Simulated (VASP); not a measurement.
# SnIr3 (P-4m2) in VASP: single point with PBE

Aim: the single point of SnIr3 with PBE.

Program: VASP 6.6.1. These are calculated values, not measurements. Logs are shortened: lines on timing, memory, paths and dates and some standing lists are left out, and cuts for length are marked.

### 1 The cell of the first run

Symmetry: P-4m2, No. 115, tetragonal system. The conventional cell has a = 2.805 Å, b = 2.805 Å, c = 8.990 Å, α = 90.00°, β = 90.00°, γ = 90.00°. Sn (site symmetry -4m2) has 4 Ir at 2.73 Å and 4 Sn at 2.80 Å within 3.6 Å. Within 3.4 Å of Ir (site symmetry 2mm) lie 6 Ir at 2.57 to 2.80 Å and 2 Sn at 2.73 Å. Within 3.4 Å of Ir (site symmetry -4m2) lie 8 Ir at 2.57 to 2.80 Å.

The cell was built from a structure type or drawn by symmetry, and may not be a known phase.

### 2 Single point, PBE, collinear spin

File INCAR:

```
PREC = Accurate
ENCUT = 520
EDIFF = 1E-6
ISMEAR = 0
SIGMA = 0.1
LREAL = False
LASPH = True
NELM = 150
ALGO = Normal
ISIF = 2
LWAVE = False
LCHARG = False
ISPIN = 2
MAGMOM = 0 0.33 0.33 0.3
LORBIT = 11
LMAXMIX = 4
GGA = PE
NBANDS = 32
```

File KPOINTS:

```
Automatic mesh
0
Gamma
  16 16 6
```

File POSCAR:

```
SnIr3
1.0
    2.8049169983      0.0000000000      0.0000000000
    0.0000000000      2.8049169983      0.0000000000
    0.0000000000      0.0000000000      8.9904910873
Sn Ir
1 3
Direct
    0.0000000000      0.0000000000      0.0000000000
    0.0000000000      0.5000000000      0.7394784915
    0.5000000000      0.0000000000      0.2605215085
    0.0000000000      0.0000000000      0.5000000000
```

Potentials or basis: VASP PAW PBE potentials, release 64 (Sn_d, Ir).

The run is started by

```bash
$ cat potpaw_PBE.64/Sn_d/POTCAR potpaw_PBE.64/Ir/POTCAR > POTCAR
$ mpirun -np 1 vasp_std > vasp.out
```

OUTCAR:

```text
PREC = Accurate
   ENCUT = 520
   EDIFF = 1E-6
   ISMEAR = 0
   LREAL = False
   LASPH = True
   NELM = 150
   ISIF = 2
   ISPIN = 2
   LORBIT = 11
   GGA = PE

 ion  position               nearest neighbor table
   1  0.000  0.000  0.000-   2 2.73   3 2.73   2 2.73   3 2.73
   2  0.000  0.500  0.739-   4 2.57   4 2.57   1 2.73   1 2.73
   3  0.500  0.000  0.261-   4 2.57   4 2.57   1 2.73   1 2.73
   4  0.000  0.000  0.500-   2 2.57   3 2.57   2 2.57   3 2.57

  LATTYP: Found a simple tetragonal cell.
 ALAT       =     2.8049169983
 C/A-ratio  =     3.2052610087

  Lattice vectors:

 A1 = (   2.8049169983,   0.0000000000,   0.0000000000)
 A2 = (   0.0000000000,   2.8049169983,   0.0000000000)
 A3 = (   0.0000000000,   0.0000000000,   8.9904910873)

Analysis of symmetry for initial positions (statically):
=====================================================================
 Subroutine PRICEL returns:
 Original cell was already a primitive cell.

 Routine SETGRP: Setting up the symmetry group for a
 simple tetragonal supercell.

 Subroutine GETGRP returns: Found  8 space group operations
 (whereof  8 operations were pure point group operations)
 out of a pool of 16 trial point group operations.

The static configuration has the point symmetry D_2d.

Analysis of symmetry for dynamics (positions and initial velocities):
=====================================================================
 Subroutine PRICEL returns:
 Original cell was already a primitive cell.

 Routine SETGRP: Setting up the symmetry group for a
 simple tetragonal supercell.

 Subroutine GETGRP returns: Found  8 space group operations
 (whereof  8 operations were pure point group operations)
 out of a pool of 16 trial point group operations.

The dynamic configuration has the point symmetry D_2d.

Analysis of structural, dynamic, and magnetic symmetry:
=====================================================================
 Subroutine PRICEL returns:
 Original cell was already a primitive cell.

 Routine SETGRP: Setting up the symmetry group for a
 simple tetragonal supercell.

 Subroutine GETGRP returns: Found  8 space group operations
 (whereof  8 operations were pure point group operations)
 out of a pool of 16 trial point group operations.

The overall configuration has the point symmetry D_2d.

 Subroutine INISYM returns: Found  8 space group operations
 (whereof  8 operations are pure point group operations),
 and found     1 'primitive' translations

----------------------------------------------------------------------------------------

                                     Primitive cell

  volume of cell :      70.7332

  direct lattice vectors                    reciprocal lattice vectors
     2.804916998  0.000000000  0.000000000     0.356516788  0.000000000  0.000000000
     0.000000000  2.804916998  0.000000000     0.000000000  0.356516788  0.000000000
     0.000000000  0.000000000  8.990491087     0.000000000  0.000000000  0.111228629

  length of vectors
     2.804916998  2.804916998  8.990491087     0.356516788  0.356516788  0.111228629

  position of ions in fractional coordinates (direct lattice)
     0.000000000  0.000000000  0.000000000
     0.000000000  0.500000000  0.739478492
     0.500000000  0.000000000  0.260521508
     0.000000000  0.000000000  0.500000000

  ion indices of the primitive-cell ions
   primitive index   ion index
                 1           1
                 2           2
                 3           3
                 4           4

----------------------------------------------------------------------------------------

 KPOINTS: Automatic mesh

Automatic generation of k-mesh.
 Grid dimensions read from file:
 generate k-points for:   16   16    6

 Generating k-lattice:

  Cartesian coordinates                     Fractional coordinates (reciprocal lattice)
     0.022282299  0.000000000  0.000000000     0.062500000  0.000000000  0.000000000
     0.000000000  0.022282299  0.000000000     0.000000000  0.062500000  0.000000000
     0.000000000  0.000000000  0.018538105     0.000000000  0.000000000  0.166666667

  Length of vectors
     0.022282299  0.022282299  0.018538105

  Shift w.r.t. Gamma in fractional coordinates (k-lattice)
     0.000000000  0.000000000  0.000000000

 Subroutine IBZKPT returns following result:
 ===========================================

 Found    180 irreducible k-points:

 Following reciprocal coordinates:
            Coordinates               Weight
  0.000000  0.000000  0.000000      1.000000
  0.062500  0.000000  0.000000      4.000000
  0.125000  0.000000  0.000000      4.000000
  0.187500  0.000000  0.000000      4.000000
  0.250000  0.000000  0.000000      4.000000
  0.312500  0.000000  0.000000      4.000000
[... 16 lines left out ...]
  0.437500  0.125000  0.000000      8.000000
  0.500000  0.125000  0.000000      4.000000
 [... further k-points ...]
   k-points           NKPTS =    180   k-points in BZ     NKDIM =    180   number of bands    NBANDS=     32
   number of dos      NEDOS =    301   number of ions     NIONS =      4
   total plane-waves  NPLWV =  40320
   dimension x,y,z NGX =    24 NGY =   24 NGZ =   70
   dimension x,y,z NGXF=    48 NGYF=   48 NGZF=  140
   ions per type =               1   3
   NGX,Y,Z   is equivalent  to a cutoff of  14.22, 14.22, 12.94 a.u.
   NGXF,Y,Z  is equivalent  to a cutoff of  28.45, 28.45, 25.89 a.u.
 SYSTEM =  unknown system
   PREC   = accura    normal or accurate (medium, high low for compatibility)
   ISTART =      0    job   : 0-new  1-cont  2-samecut
   ICHARG =      2    charge: 1-file 2-atom 10-const
   ISPIN  =      2    spin polarized calculation?
   LNONCOLLINEAR =      F non collinear calculations
   LSORBIT =      F    spin-orbit coupling
   LASPH  =      T    aspherical Exc in radial PAW
   ENCUT  =  520.0 eV  38.22 Ry    6.18 a.u.   5.22  5.22 16.72*2*pi/ulx,y,z
   NELM   =    150;   NELMIN=  2; NELMDL= -5     # of ELM steps
   EDIFF  = 0.1E-05   stopping-criterion for ELM
   LREAL  =      F    real-space projection
   EDIFFG = 0.1E-04   stopping-criterion for IOM
   NSW    =      0    number of steps for IOM
   IBRION =     -1    ionic relax: 0-MD 1-quasi-New 2-CG
   NFREE  =      0    steps in history (QN), initial steepest desc. (CG)
   ISIF   =      2    stress and relaxation
   ISYM   =      2    0-nonsym 1-usesym 2-fastsym
   POTIM  = 0.5000    time-step for ionic-motion
   TEBEG  =    0.0;   TEEND  =   0.0 temperature during run
   PSTRESS=    0.0 pullay stress
   NELECT =      41.0000    total number of electrons
   NUPDOWN=      -1.0000    fix difference up-down
   EMIN   =  10.00;   EMAX   =-10.00  energy-range for DOS
   EFERMI =   0.00;   METHOD = LEGACY
   ISMEAR =     0;   SIGMA  =   0.10  broadening in eV -4-tet -1-fermi 0-gaus
   EFERMI_NEDOS =   21; number of points for ismear=-14 and -15
   IALGO  =     38    algorithm
   IMIX   =      4    mixing-type and parameters
     AMIX     =   0.40;   BMIX     =  1.00
     AMIX_MAG =   1.60;   BMIX_MAG =  1.00
  volume/ion in A,a.u.               =      17.68       119.33
  Fermi-wavevector in a.u.,A,eV,Ry     =   1.364986  2.579450 25.350207  1.863188
  Thomas-Fermi vector in A             =   2.491254
   LORBIT       =     11    0 simple, 1 ext, 2 COOP (PROOUT), +10 PAW based schemes
   GGA     = PE    functional components
   LHFCALC =     F    Hartree Fock is set to
   AEXX    =    0.0000 exact exchange contribution
   IVDW    =     0    specifies the selected vdW correction
   LEPSILON=     F    determine dielectric tensor
   LRPA    =     F    only Hartree local field effects (RPA)
 spin polarized calculation
 Gauss-broadening in eV      SIGMA  =   0.10
  energy-cutoff  :      520.00
  volume of cell :       70.73
 maximum number of plane-waves:      1937
 NGX is ok and might be reduce to    24
   NGX = 11   NGY = 11   NGZ = 33

 number of electron      40.9999998 magnetization       0.0038836

 Free energy of the ion-electron system (eV)
  ---------------------------------------------------
  ext. energy  EPLUGINS =         0.00000000
  ---------------------------------------------------
  free energy    TOTEN  =       -28.51924636 eV

  energy without entropy =      -28.49858054  energy(sigma->0) =      -28.50891345

 E-fermi :   8.6228     XC(G=0): -12.5341

 val. band max:        8.6220948252   @ k =   0.3125   0.0625   0.5000
 cond. band min:       8.6269168165   @ k =   0.0000   0.0000   0.5000
 fundamental gap:      0.0048219912
 Fermi energy:         8.6227770962

 spin component 1

 k-point     1 :       0.0000    0.0000    0.0000
  band No.  band energies     occupation
      1     -13.6408      1.00000
      2     -13.1558      1.00000
      3     -12.8070      1.00000
      4     -12.8047      1.00000
      5     -12.8047      1.00000
      6      -3.3156      1.00000
[... 24 lines left out ...]
     31      21.6047      0.00000
     32      22.7238      0.00000

 k-point     2 :       0.0625    0.0000    0.0000
  band No.  band energies     occupation
      1     -13.6232      1.00000
      2     -13.1465      1.00000
      3     -12.8162      1.00000
      4     -12.8156      1.00000
      5     -12.8038      1.00000
      6      -3.2392      1.00000
[... 24 lines left out ...]
     31      21.6737      0.00000
     32      22.3579      0.00000
[... 733 lines left out ...]
     31      19.4438      0.00000
     32      20.4343      0.00000

 k-point    24 :       0.5000    0.1250    0.0000
  band No.  band energies     occupation
      1     -13.2530      1.00000
      2     -13.0899      1.00000
      3     -13.0765      1.00000
      4     -12.8204      1.00000
      5     -12.7228      1.00000
      6       1.0230      1.00000
[... 24 lines left out ...]
     31      18.9717      0.00000
     32      19.9147      0.00000

 [... further k-points ...]

 spin component 2

 k-point     1 :       0.0000    0.0000    0.0000
  band No.  band energies     occupation
      1     -13.6408      1.00000
      2     -13.1558      1.00000
      3     -12.8070      1.00000
      4     -12.8048      1.00000
      5     -12.8048      1.00000
      6      -3.3156      1.00000
[... 24 lines left out ...]
     31      21.6048      0.00000
     32      22.7246      0.00000

 k-point     2 :       0.0625    0.0000    0.0000
  band No.  band energies     occupation
      1     -13.6233      1.00000
      2     -13.1465      1.00000
      3     -12.8162      1.00000
      4     -12.8156      1.00000
      5     -12.8038      1.00000
      6      -3.2392      1.00000
[... 24 lines left out ...]
     31      21.6742      0.00000
     32      22.3582      0.00000
[... 733 lines left out ...]
     31      19.4442      0.00000
     32      20.4344      0.00000

 k-point    24 :       0.5000    0.1250    0.0000
  band No.  band energies     occupation
      1     -13.2531      1.00000
      2     -13.0899      1.00000
      3     -13.0765      1.00000
      4     -12.8204      1.00000
      5     -12.7228      1.00000
      6       1.0230      1.00000
[... 24 lines left out ...]
     31      18.9721      0.00000
     32      19.9149      0.00000

 [... further k-points ...]

------------------------ aborting loop because EDIFF is reached ----------------------------------------

  FORCE on cell =-STRESS in cart. coord.  units (eV):
  Direction    XX          YY          ZZ          XY          YZ          ZX
  --------------------------------------------------------------------------------------
  -------------------------------------------------------------------------------------
  Total        0.0596577      0.0596577      0.0655773      0.0000000      0.0000000     -0.0000000
  in kB        1.3513058      1.3513058      1.4853902      0.0000000      0.0000000     -0.0000000
  external PRESSURE =       1.3960006 kB  Pullay stress =       0.0000000 kB

 VOLUME and BASIS-vectors are now :
 -----------------------------------------------------------------------------
  energy-cutoff  :      520.00
  volume of cell :       70.73
      direct lattice vectors                 reciprocal lattice vectors
     2.804916998  0.000000000  0.000000000     0.356516788  0.000000000  0.000000000
     0.000000000  2.804916998  0.000000000     0.000000000  0.356516788  0.000000000
     0.000000000  0.000000000  8.990491087     0.000000000  0.000000000  0.111228629

 POSITION                                       TOTAL-FORCE (eV/Angst)
 -----------------------------------------------------------------------------------
      0.00000      0.00000      0.00000         0.000000     -0.000000      0.000000
      0.00000      1.40246      6.64827        -0.000000     -0.000000      0.009466
      1.40246      0.00000      2.34222        -0.000000     -0.000000     -0.009466
      0.00000      0.00000      4.49525        -0.000000      0.000000      0.000000
 -----------------------------------------------------------------------------------
    total drift:                                0.000000     -0.000000      0.000000

  FREE ENERGIE OF THE ION-ELECTRON SYSTEM (eV)
  ---------------------------------------------------
  free  energy   TOTEN  =       -28.5192463642 eV

  energy  without entropy=      -28.4985805356  energy(sigma->0) =      -28.50891345

 total charge

# of ion       s       p       d       tot
------------------------------------------
    1        1.168   1.296  10.083  12.547
    2        0.653   0.541   6.997   8.191
    3        0.653   0.541   6.997   8.191
    4        0.686   0.578   6.900   8.165
--------------------------------------------------
tot          3.162   2.956  30.977  37.095

 magnetization (x)

# of ion       s       p       d       tot
------------------------------------------
    1       -0.000  -0.000  -0.000  -0.000
    2        0.000   0.000   0.001   0.001
    3        0.000   0.000   0.001   0.001
    4        0.000   0.000   0.001   0.001
--------------------------------------------------
tot          0.000   0.000   0.002   0.002
```

It took 17 min on 1 thread of Oxide Virtual Turin-like, shared host; peak memory 0.62 GiB.

What came out:

- Free energy: -28.5192 eV
- Pressure: 0.1 GPa
- Largest force: 0.009 eV/Å
- Net moment: 0.00 μB per cell
- Valence electrons inside the program's atomic spheres: Sn 12.55; Ir 8.19, 8.16 (each value once)

Forces in eV/Å, atoms in the order of the input:
```
Sn   0.000  0.000  0.000
Ir   0.000  0.000  0.009
Ir   0.000  0.000 -0.009
Ir   0.000  0.000  0.000
```

Caveat: spin-orbit coupling is left out, which moves the levels of the heavy elements.
